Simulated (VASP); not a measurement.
# Al12N in VASP: single point with PBE

Aim: the single point of Al12N with PBE.

Program: VASP 6.6.1. These are calculated values, not measurements. Logs are shortened: lines on timing, memory, paths and dates and some standing lists are left out, and cuts for length are marked.

## 1. The cell of the first run

The cell holds a slab with vacuum, 13 atoms: a = 5.714 Å, b = 5.714 Å, c = 19.675 Å, α = 90.00°, β = 90.00°, γ = 90.00°.

## 2. Single point, PBE

The input, INCAR:

```
SYSTEM = Al12N
  PREC = Accurate
  ENCUT = 520
  EDIFF = 1E-7
  ISMEAR = 0
  SIGMA = 0.1
  LREAL = .FALSE.
  LASPH = .TRUE.
  NELM = 100
  ALGO = Normal
  ISIF = 2
  LWAVE = .FALSE.
  LCHARG = .FALSE.
  LDIPOL = .TRUE.
  IDIPOL = 3
  DIPOL = 0.5 0.5 0.322
  GGA = PE
  NBANDS = 32
```

The input, KPOINTS:

```
regular mesh
0
G
  5 5 1
  0 0 0
```

The input, POSCAR:

```
Al12N
1.0
    5.7135165839      0.0000000000      0.0000000000
    0.0000000000      5.7135165839      0.0000000000
    0.0000000000      0.0000000000     19.6746954090
Al N
12 1
Direct
    0.2500000000      0.2500000000      0.2033068323
    0.2500000000      0.7500000000      0.2033068323
    0.7500000000      0.2500000000      0.2033068323
    0.7500000000      0.7500000000      0.2033068323
    0.0000000000      0.0000000000      0.3092728581
    0.0000000000      0.5000000000      0.3092728581
    0.5000000000      0.0000000000      0.3092728581
    0.5000000000      0.5000000000      0.3092728581
    0.2500000000      0.2500000000      0.4154928571
    0.2500000000      0.7500000000      0.4154928571
    0.7500000000      0.2500000000      0.4154928571
    0.7500000000      0.7500000000      0.4154928571
    0.2500000000      0.5000000000      0.4706488732
```

Potentials or basis: VASP PAW PBE potentials, release 64 (Al, N).

Command:

```sh
> cat potpaw_PBE.64/Al/POTCAR potpaw_PBE.64/N/POTCAR > POTCAR
> mpirun -np 1 vasp_std > vasp.out
```

OUTCAR:

```text
SYSTEM = Al12N
   PREC = Accurate
   ENCUT = 520
   EDIFF = 1E-7
   ISMEAR = 0
   LREAL = .FALSE.
   LASPH = .TRUE.
   NELM = 100
   ISIF = 2
   GGA = PE

 ion  position               nearest neighbor table
   1  0.250  0.250  0.203-   2 2.86   3 2.86   2 2.86   3 2.86   7 2.90   8 2.90   5 2.90   6 2.90

   2  0.250  0.750  0.203-   1 2.86   4 2.86   1 2.86   4 2.86   7 2.90   8 2.90   5 2.90   6 2.90

   3  0.750  0.250  0.203-   1 2.86   4 2.86   4 2.86   1 2.86   7 2.90   8 2.90   5 2.90   6 2.90
[... 4 lines left out ...]
                            11 2.91  12 2.91   9 2.91  10 2.91
   6  0.000  0.500  0.309-   5 2.86   8 2.86   5 2.86   8 2.86   1 2.90   2 2.90   3 2.90   4 2.90
                            11 2.91  12 2.91   9 2.91  10 2.91
   7  0.500  0.000  0.309-   5 2.86   8 2.86   8 2.86   5 2.86   1 2.90   2 2.90   3 2.90   4 2.90
                            11 2.91  12 2.91   9 2.91  10 2.91
   8  0.500  0.500  0.309-   6 2.86   7 2.86   7 2.86   6 2.86   1 2.90   2 2.90   3 2.90   4 2.90
                            11 2.91  12 2.91   9 2.91  10 2.91
   9  0.250  0.250  0.415-  13 1.79  11 2.86  10 2.86  10 2.86  11 2.86   6 2.91   7 2.91   8 2.91
                             5 2.91
  10  0.250  0.750  0.415-  13 1.79  12 2.86   9 2.86   9 2.86  12 2.86   6 2.91   7 2.91   8 2.91
                             5 2.91
  11  0.750  0.250  0.415-   9 2.86  12 2.86  12 2.86   9 2.86   5 2.91   6 2.91   7 2.91   8 2.91

  12  0.750  0.750  0.415-  10 2.86  11 2.86  11 2.86  10 2.86   5 2.91   6 2.91   7 2.91   8 2.91

  13  0.250  0.500  0.471-   9 1.79  10 1.79

  LATTYP: Found a simple tetragonal cell.
 ALAT       =     5.7135165839
 C/A-ratio  =     3.4435351889

  Lattice vectors:

 A1 = (   5.7135165839,   0.0000000000,   0.0000000000)
 A2 = (   0.0000000000,   5.7135165839,   0.0000000000)
 A3 = (   0.0000000000,   0.0000000000,  19.6746954090)

Analysis of symmetry for initial positions (statically):
=====================================================================
 Subroutine PRICEL returns:
 Original cell was already a primitive cell.

 Routine SETGRP: Setting up the symmetry group for a
 simple tetragonal supercell.

 Subroutine GETGRP returns: Found  4 space group operations
 (whereof  2 operations were pure point group operations)
 out of a pool of 16 trial point group operations.

The static configuration has the point symmetry C_1h.
 The point group associated with its full space group is C_2v.

Analysis of symmetry for dynamics (positions and initial velocities):
=====================================================================
 Subroutine PRICEL returns:
 Original cell was already a primitive cell.
[... 138 lines left out ...]
  Thomas-Fermi vector in A             =   1.724790
   LORBIT       =      0    0 simple, 1 ext, 2 COOP (PROOUT), +10 PAW based schemes
   GGA     = PE    functional components
   LHFCALC =     F    Hartree Fock is set to
   AEXX    =    0.0000 exact exchange contribution
   IVDW    =     0    specifies the selected vdW correction
   LEPSILON=     F    determine dielectric tensor
   LRPA    =     F    only Hartree local field effects (RPA)
 non-spin polarized calculation
 Gauss-broadening in eV      SIGMA  =   0.10
  energy-cutoff  :      520.00
  volume of cell :      642.27
 maximum number of plane-waves:     17320
   NGX = 21   NGY = 21   NGZ = 73

 dipolmoment           0.000000      0.000000     -0.140772 electrons x Angstroem

 number of electron      41.0000000 magnetization

 dipolmoment           0.000000      0.000000      0.185183 electrons x Angstroem

 Free energy of the ion-electron system (eV)
  ---------------------------------------------------
  ext. energy  EPLUGINS =         0.00000000
  ---------------------------------------------------
  free energy    TOTEN  =       -48.74489578 eV

  energy without entropy =      -48.70471484  energy(sigma->0) =      -48.72480531

 E-fermi :  -0.7274     XC(G=0):  -4.2654

 val. band max:       -0.7291675203   @ k =   0.0000   0.0000   0.0000
 cond. band min:      -0.6934601098   @ k =   0.4000   0.4000   0.0000
 fundamental gap:      0.0357074106
 Fermi energy:        -0.7273969553

 k-point     1 :       0.0000    0.0000    0.0000
  band No.  band energies     occupation
      1     -14.1766      2.00000
      2     -10.7369      2.00000
      3      -8.4691      2.00000
      4      -6.5598      2.00000
      5      -6.4376      2.00000
      6      -6.3961      2.00000
[... 304 lines left out ...]
     31       2.1085      0.00000
     32       2.5132      0.00000

------------------------ aborting loop because EDIFF is reached ----------------------------------------

 vacuum level on the upper side and lower side of the slab       (xc-potential included)         0.475        -0.533

  FORCE on cell =-STRESS in cart. coord.  units (eV):
  Direction    XX          YY          ZZ          XY          YZ          ZX
  --------------------------------------------------------------------------------------
  -------------------------------------------------------------------------------------
  Total       -4.3296931     -8.6370769     -0.2336209      0.0000000      0.0000000      0.0000000
  in kB      -10.8007197    -21.5457873     -0.5827835      0.0000000      0.0000000      0.0000000
  external PRESSURE =     -10.9764302 kB  Pullay stress =       0.0000000 kB

 VOLUME and BASIS-vectors are now :
 -----------------------------------------------------------------------------
  energy-cutoff  :      520.00
  volume of cell :      642.27
      direct lattice vectors                 reciprocal lattice vectors
     5.713516584  0.000000000  0.000000000     0.175023558  0.000000000  0.000000000
     0.000000000  5.713516584  0.000000000     0.000000000  0.175023558  0.000000000
     0.000000000  0.000000000 19.674695409     0.000000000  0.000000000  0.050826708

 POSITION                                       TOTAL-FORCE (eV/Angst)
 -----------------------------------------------------------------------------------
      1.42838      1.42838      4.00000         0.000000     -0.178596      0.072704
      1.42838      4.28514      4.00000         0.000000      0.178596      0.072704
      4.28514      1.42838      4.00000         0.000000      0.058217      0.043740
      4.28514      4.28514      4.00000         0.000000     -0.058217      0.043740
      0.00000      0.00000      6.08485        -0.099401      0.000000      0.024674
      0.00000      2.85676      6.08485        -0.176487      0.000000     -0.201289
      2.85676      0.00000      6.08485         0.099401      0.000000      0.024674
      2.85676      2.85676      6.08485         0.176487      0.000000     -0.201289
      1.42838      1.42838      8.17470         0.000000     -0.296940      0.192902
      1.42838      4.28514      8.17470         0.000000      0.296940      0.192902
      4.28514      1.42838      8.17470        -0.000000     -0.103109     -0.141671
      4.28514      4.28514      8.17470         0.000000      0.103109     -0.141671
      1.42838      2.85676      9.25987         0.000000      0.000000      0.017880
 -----------------------------------------------------------------------------------
    total drift:                                0.000000      0.000000      0.000223

  FREE ENERGIE OF THE ION-ELECTRON SYSTEM (eV)
  ---------------------------------------------------
  free  energy   TOTEN  =       -48.7448957777 eV

  energy  without entropy=      -48.7047148421  energy(sigma->0) =      -48.72480531

 vacuum level on the upper side and lower side of the slab         4.607         3.559
```

OSZICAR:

```text
N       E                     dE             d eps       ncg     rms          rms(c)
DAV:   1     0.164510825933E+03    0.16451E+03   -0.12362E+04   576   0.896E+02
DAV:   2    -0.268702852650E+02   -0.19138E+03   -0.18408E+03   808   0.160E+02
DAV:   3    -0.534548884075E+02   -0.26585E+02   -0.25664E+02   880   0.520E+01
[... 21 lines left out ...]
DAV:  25    -0.487448938219E+02   -0.34472E-05   -0.23825E-07   560   0.132E-03    0.430E-04
DAV:  26    -0.487448950811E+02   -0.12591E-05   -0.88748E-08   520   0.104E-03    0.469E-04
DAV:  27    -0.487448956252E+02   -0.54411E-06   -0.41100E-08   464   0.665E-04    0.190E-04
DAV:  28    -0.487448957410E+02   -0.11579E-06   -0.20527E-08   432   0.499E-04    0.138E-04
DAV:  29    -0.487448957777E+02   -0.36746E-07   -0.49322E-09   432   0.295E-04
   1 F= -.48744896E+02 E0= -.48724805E+02  d E =-.401809E-01
```

It took 12 min on 1 thread of Intel Xeon 8259CL, shared host; peak memory 0.64 GiB.

Results:

| Quantity | Value |
| --- | --- |
| Free energy | -48.7449 eV |
| Largest force | 0.354 eV/Å |
| Band gap on the k mesh | zero (an odd number of electrons rules out a gap without spin polarisation) |

Forces in eV/Å, atoms in the order of the input:
```
Al   0.000 -0.179  0.073
Al   0.000  0.179  0.073
Al   0.000  0.058  0.044
Al   0.000 -0.058  0.044
Al  -0.099  0.000  0.025
Al  -0.176  0.000 -0.201
Al   0.099  0.000  0.025
Al   0.176  0.000 -0.201
Al   0.000 -0.297  0.193
Al   0.000  0.297  0.193
Al   0.000 -0.103 -0.142
Al   0.000  0.103 -0.142
N    0.000  0.000  0.018
```

The gap in the log of VASP goes by the Fermi energy; the results here count the filled bands.